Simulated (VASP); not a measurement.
# Si3Sn (Pm-3m) in VASP: notebook

The runs below take Si3Sn through single point, relaxation of cell and atoms, with PBE.

Everything below comes from runs of VASP 6.6.1. Logs are shortened: lines on timing, memory, paths and dates and some standing lists are left out, and cuts for length are marked.

## Step 1: The cell of the first run

It takes space group Pm-3m (No. 221, cubic). The conventional cell has a = 4.021 Å, b = 4.021 Å, c = 4.021 Å, α = 90.00°, β = 90.00°, γ = 90.00°. Si (site symmetry 4/mmm) has 8 Si at 2.84 Å and 4 Sn at 2.84 Å within 3.7 Å. Sn (site symmetry m-3m) has 12 Si at 2.84 Å within 3.7 Å.

The cell was built from a structure type or drawn by symmetry, and may not be a known phase.

## Step 2: Single point, PBE

File INCAR:

```
PREC = Accurate
ENCUT = 520
EDIFF = 1E-6
ISMEAR = 0
SIGMA = 0.1
LREAL = False
LASPH = True
NELM = 80
ALGO = Normal
ISIF = 2
LWAVE = False
LCHARG = False
GGA = PE
NBANDS = 21
```

File KPOINTS:

```
regular mesh
0
Gamma
  4 4 4
```

File POSCAR:

```
Si3Sn
1.0
    4.0214763600      0.0000000000      0.0000000000
    0.0000000000      4.0214763600      0.0000000000
    0.0000000000      0.0000000000      4.0214763600
Si Sn
3 1
Direct
    0.5000000000      0.5000000000      0.0000000000
    0.5000000000      0.0000000000      0.5000000000
    0.0000000000      0.5000000000      0.5000000000
    0.0000000000      0.0000000000      0.0000000000
```

Potentials or basis: VASP PAW PBE potentials, release 64 (Si, Sn_d).

Run with:

```bash
> cat potpaw_PBE.64/Si/POTCAR potpaw_PBE.64/Sn_d/POTCAR > POTCAR
> mpirun -np 1 vasp_std > vasp.out
```

OUTCAR:

```text
PREC = Accurate
   ENCUT = 520
   EDIFF = 1E-6
   ISMEAR = 0
   LREAL = False
   LASPH = True
   NELM = 80
   ISIF = 2
   GGA = PE

 ion  position               nearest neighbor table
   1  0.500  0.500  0.000-   2 2.84   3 2.84   4 2.84   2 2.84   3 2.84   2 2.84   4 2.84   2 2.84
                             3 2.84   4 2.84   3 2.84   4 2.84
   2  0.500  0.000  0.500-   1 2.84   3 2.84   4 2.84   1 2.84   4 2.84   1 2.84   3 2.84   1 2.84
                             3 2.84   4 2.84   4 2.84   3 2.84
   3  0.000  0.500  0.500-   1 2.84   2 2.84   4 2.84   1 2.84   4 2.84   2 2.84   4 2.84   4 2.84
                             1 2.84   2 2.84   1 2.84   2 2.84
   4  0.000  0.000  0.000-   1 2.84   2 2.84   3 2.84   2 2.84   3 2.84   1 2.84   3 2.84   3 2.84
                             1 2.84   2 2.84   2 2.84   1 2.84

  LATTYP: Found a simple cubic cell.
 ALAT       =     4.0214763600

  Lattice vectors:

 A1 = (   4.0214763600,   0.0000000000,   0.0000000000)
 A2 = (   0.0000000000,   4.0214763600,   0.0000000000)
 A3 = (   0.0000000000,   0.0000000000,   4.0214763600)

Analysis of symmetry for initial positions (statically):
=====================================================================
 Subroutine PRICEL returns:
 Original cell was already a primitive cell.

 Routine SETGRP: Setting up the symmetry group for a
 simple cubic supercell.

 Subroutine GETGRP returns: Found 48 space group operations
 (whereof 48 operations were pure point group operations)
 out of a pool of 48 trial point group operations.

The static configuration has the point symmetry O_h .

Analysis of symmetry for dynamics (positions and initial velocities):
=====================================================================
 Subroutine PRICEL returns:
 Original cell was already a primitive cell.

 Routine SETGRP: Setting up the symmetry group for a
 simple cubic supercell.

 Subroutine GETGRP returns: Found 48 space group operations
 (whereof 48 operations were pure point group operations)
 out of a pool of 48 trial point group operations.

The dynamic configuration has the point symmetry O_h .

 Subroutine INISYM returns: Found 48 space group operations
 (whereof 48 operations are pure point group operations),
 and found     1 'primitive' translations

----------------------------------------------------------------------------------------

                                     Primitive cell

  volume of cell :      65.0364

  direct lattice vectors                    reciprocal lattice vectors
     4.021476360  0.000000000  0.000000000     0.248664896  0.000000000  0.000000000
     0.000000000  4.021476360  0.000000000     0.000000000  0.248664896  0.000000000
     0.000000000  0.000000000  4.021476360     0.000000000  0.000000000  0.248664896

  length of vectors
     4.021476360  4.021476360  4.021476360     0.248664896  0.248664896  0.248664896

  position of ions in fractional coordinates (direct lattice)
     0.500000000  0.500000000  0.000000000
     0.500000000  0.000000000  0.500000000
     0.000000000  0.500000000  0.500000000
     0.000000000  0.000000000  0.000000000

  ion indices of the primitive-cell ions
   primitive index   ion index
                 1           1
                 2           2
                 3           3
                 4           4

----------------------------------------------------------------------------------------

 KPOINTS: regular mesh

Automatic generation of k-mesh.
 Grid dimensions read from file:
 generate k-points for:    4    4    4

 Generating k-lattice:

  Cartesian coordinates                     Fractional coordinates (reciprocal lattice)
     0.062166224  0.000000000  0.000000000     0.250000000  0.000000000  0.000000000
     0.000000000  0.062166224  0.000000000     0.000000000  0.250000000  0.000000000
     0.000000000  0.000000000  0.062166224     0.000000000  0.000000000  0.250000000

  Length of vectors
     0.062166224  0.062166224  0.062166224

  Shift w.r.t. Gamma in fractional coordinates (k-lattice)
     0.000000000  0.000000000  0.000000000

 Subroutine IBZKPT returns following result:
 ===========================================

 Found     10 irreducible k-points:

 Following reciprocal coordinates:
            Coordinates               Weight
  0.000000  0.000000  0.000000      1.000000
  0.250000  0.000000  0.000000      6.000000
  0.500000  0.000000  0.000000      3.000000
  0.250000  0.250000  0.000000     12.000000
  0.500000  0.250000  0.000000     12.000000
  0.500000  0.500000  0.000000      3.000000
  0.250000  0.250000  0.250000      8.000000
  0.500000  0.250000  0.250000     12.000000
  0.500000  0.500000  0.250000      6.000000
  0.500000  0.500000  0.500000      1.000000
   k-points           NKPTS =     10   k-points in BZ     NKDIM =     10   number of bands    NBANDS=     21
   number of dos      NEDOS =    301   number of ions     NIONS =      4
   total plane-waves  NPLWV =  27000
   dimension x,y,z NGX =    30 NGY =   30 NGZ =   30
   dimension x,y,z NGXF=    60 NGYF=   60 NGZF=   60
   ions per type =               3   1
   NGX,Y,Z   is equivalent  to a cutoff of  12.40, 12.40, 12.40 a.u.
   NGXF,Y,Z  is equivalent  to a cutoff of  24.80, 24.80, 24.80 a.u.
 SYSTEM =  unknown system
   PREC   = accura    normal or accurate (medium, high low for compatibility)
   ISTART =      0    job   : 0-new  1-cont  2-samecut
   ICHARG =      2    charge: 1-file 2-atom 10-const
   ISPIN  =      1    spin polarized calculation?
   LNONCOLLINEAR =      F non collinear calculations
   LSORBIT =      F    spin-orbit coupling
   LASPH  =      T    aspherical Exc in radial PAW
   ENCUT  =  520.0 eV  38.22 Ry    6.18 a.u.   7.48  7.48  7.48*2*pi/ulx,y,z
   NELM   =     80;   NELMIN=  2; NELMDL= -5     # of ELM steps
   EDIFF  = 0.1E-05   stopping-criterion for ELM
   LREAL  =      F    real-space projection
[... 7 lines left out ...]
   TEBEG  =    0.0;   TEEND  =   0.0 temperature during run
   PSTRESS=    0.0 pullay stress
   NELECT =      26.0000    total number of electrons
   NUPDOWN=      -1.0000    fix difference up-down
   EMIN   =  10.00;   EMAX   =-10.00  energy-range for DOS
   EFERMI =   0.00;   METHOD = LEGACY
   ISMEAR =     0;   SIGMA  =   0.10  broadening in eV -4-tet -1-fermi 0-gaus
   EFERMI_NEDOS =   21; number of points for ismear=-14 and -15
   IALGO  =     38    algorithm
   IMIX   =      4    mixing-type and parameters
     AMIX     =   0.40;   BMIX     =  1.00
     AMIX_MAG =   1.60;   BMIX_MAG =  1.00
  volume/ion in A,a.u.               =      16.26       109.72
  Fermi-wavevector in a.u.,A,eV,Ry     =   1.205999  2.279008 19.788784  1.454435
  Thomas-Fermi vector in A             =   2.341679
   LORBIT       =      0    0 simple, 1 ext, 2 COOP (PROOUT), +10 PAW based schemes
   GGA     = PE    functional components
   LHFCALC =     F    Hartree Fock is set to
   AEXX    =    0.0000 exact exchange contribution
   IVDW    =     0    specifies the selected vdW correction
   LEPSILON=     F    determine dielectric tensor
   LRPA    =     F    only Hartree local field effects (RPA)
 non-spin polarized calculation
 Gauss-broadening in eV      SIGMA  =   0.10
  energy-cutoff  :      520.00
  volume of cell :       65.04
 maximum number of plane-waves:      1763
 NGX is ok and might be reduce to    30
   NGX = 15   NGY = 15   NGZ = 15

 number of electron      26.0000020 magnetization

 Free energy of the ion-electron system (eV)
  ---------------------------------------------------
  ext. energy  EPLUGINS =         0.00000000
  ---------------------------------------------------
  free energy    TOTEN  =       -17.22833423 eV

  energy without entropy =      -17.22222424  energy(sigma->0) =      -17.22527923

 E-fermi :  10.7455     XC(G=0): -11.3081

 val. band max:       10.6597703037   @ k =   0.2500   0.0000   0.0000
 cond. band min:      10.8726734622   @ k =   0.2500   0.2500   0.0000
 fundamental gap:      0.2129031584
 Fermi energy:        10.7455182636

 k-point     1 :       0.0000    0.0000    0.0000
  band No.  band energies     occupation
      1     -11.1851      2.00000
      2     -11.1851      2.00000
      3     -11.1570      2.00000
      4     -11.1570      2.00000
      5     -11.1570      2.00000
      6      -3.4836      2.00000
[... 13 lines left out ...]
     20      15.4948      0.00000
     21      15.4948      0.00000

 k-point     2 :       0.2500    0.0000    0.0000
  band No.  band energies     occupation
      1     -11.1831      2.00000
      2     -11.1664      2.00000
      3     -11.1644      2.00000
      4     -11.1644      2.00000
      5     -11.1564      2.00000
      6      -2.9017      2.00000
[... 13 lines left out ...]
     20      17.5710      0.00000
     21      18.3310      0.00000

 k-point     3 :       0.5000    0.0000    0.0000
  band No.  band energies     occupation
      1     -11.1811      2.00000
      2     -11.1717      2.00000
      3     -11.1717      2.00000
      4     -11.1557      2.00000
      5     -11.1478      2.00000
      6      -1.2451      2.00000
[... 13 lines left out ...]
     20      15.9083      0.00000
     21      16.2451      0.00000

 k-point     4 :       0.2500    0.2500    0.0000
  band No.  band energies     occupation
      1     -11.1748      2.00000
      2     -11.1725      2.00000
      3     -11.1638      2.00000
      4     -11.1634      2.00000
      5     -11.1555      2.00000
      6      -2.3189      2.00000
[... 13 lines left out ...]
     20      15.6615      0.00000
     21      17.3087      0.00000

 k-point     5 :       0.5000    0.2500    0.0000
  band No.  band energies     occupation
      1     -11.1835      2.00000
      2     -11.1708      2.00000
      3     -11.1696      2.00000
      4     -11.1628      2.00000
      5     -11.1386      2.00000
      6      -0.6663      2.00000
[... 13 lines left out ...]
     20      17.1005      0.00000
     21      17.1458      0.00000

 k-point     6 :       0.5000    0.5000    0.0000
  band No.  band energies     occupation
      1     -11.1951      2.00000
      2     -11.1699      2.00000
      3     -11.1699      2.00000
      4     -11.1629      2.00000
      5     -11.1246      2.00000
      6       1.0789      2.00000
[... 13 lines left out ...]
     20      17.9369      0.00000
     21      17.9369      0.00000

 k-point     7 :       0.2500    0.2500    0.2500
  band No.  band energies     occupation
      1     -11.1735      2.00000
      2     -11.1727      2.00000
      3     -11.1727      2.00000
      4     -11.1541      2.00000
      5     -11.1541      2.00000
      6      -1.7354      2.00000
[... 13 lines left out ...]
     20      17.6106      0.00000
     21      17.6107      0.00000

 k-point     8 :       0.5000    0.2500    0.2500
  band No.  band energies     occupation
      1     -11.1827      2.00000
      2     -11.1818      2.00000
      3     -11.1720      2.00000
      4     -11.1529      2.00000
      5     -11.1349      2.00000
      6      -0.0829      2.00000
[... 13 lines left out ...]
     20      17.2994      0.00000
     21      17.4081      0.00000

 k-point     9 :       0.5000    0.5000    0.2500
  band No.  band energies     occupation
      1     -11.1936      2.00000
      2     -11.1810      2.00000
      3     -11.1810      2.00000
      4     -11.1434      2.00000
      5     -11.1241      2.00000
      6       1.6598      2.00000
[... 13 lines left out ...]
     20      18.5893      0.00000
     21      18.5893      0.00000

 k-point    10 :       0.5000    0.5000    0.5000
  band No.  band energies     occupation
      1     -11.1920      2.00000
      2     -11.1920      2.00000
      3     -11.1920      2.00000
      4     -11.1237      2.00000
      5     -11.1237      2.00000
      6       3.1169      2.00000
[... 13 lines left out ...]
     20      20.4095      0.00000
     21      20.4561      0.00000

------------------------ aborting loop because EDIFF is reached ----------------------------------------

  FORCE on cell =-STRESS in cart. coord.  units (eV):
  Direction    XX          YY          ZZ          XY          YZ          ZX
  --------------------------------------------------------------------------------------
  -------------------------------------------------------------------------------------
  Total        5.0528530      5.0528530      5.0528530      0.0000000     -0.0000000      0.0000000
  in kB      124.4774500    124.4774500    124.4774500      0.0000000     -0.0000000      0.0000000
  external PRESSURE =     124.4774500 kB  Pullay stress =       0.0000000 kB

 VOLUME and BASIS-vectors are now :
 -----------------------------------------------------------------------------
  energy-cutoff  :      520.00
  volume of cell :       65.04
      direct lattice vectors                 reciprocal lattice vectors
     4.021476360  0.000000000  0.000000000     0.248664896  0.000000000  0.000000000
     0.000000000  4.021476360  0.000000000     0.000000000  0.248664896  0.000000000
     0.000000000  0.000000000  4.021476360     0.000000000  0.000000000  0.248664896

 POSITION                                       TOTAL-FORCE (eV/Angst)
 -----------------------------------------------------------------------------------
      2.01074      2.01074      0.00000         0.000000      0.000000      0.000000
      2.01074      0.00000      2.01074         0.000000      0.000000      0.000000
      0.00000      2.01074      2.01074         0.000000      0.000000      0.000000
      0.00000      0.00000      0.00000         0.000000      0.000000      0.000000
 -----------------------------------------------------------------------------------
    total drift:                                0.000000     -0.000000      0.000000

  FREE ENERGIE OF THE ION-ELECTRON SYSTEM (eV)
  ---------------------------------------------------
  free  energy   TOTEN  =       -17.2283342283 eV

  energy  without entropy=      -17.2222242381  energy(sigma->0) =      -17.22527923
```

Run time: 24 s. Hardware: 1 thread of Intel Xeon 8259CL, shared host; peak memory 0.17 GiB.

What came out:

| Item | Value |
| --- | --- |
| Free energy | -17.2283 eV |
| Pressure | 12.4 GPa |
| Band gap on the k mesh | zero (bands 13 and 14 overlap by 3.45 eV) |

Caveat: the k points lie up to 0.39 Å⁻¹ apart, too coarse for converged energies and pressures of a metal; spin-orbit coupling is left out, which moves the levels of the heavy elements.

[end of part 1 of 2]
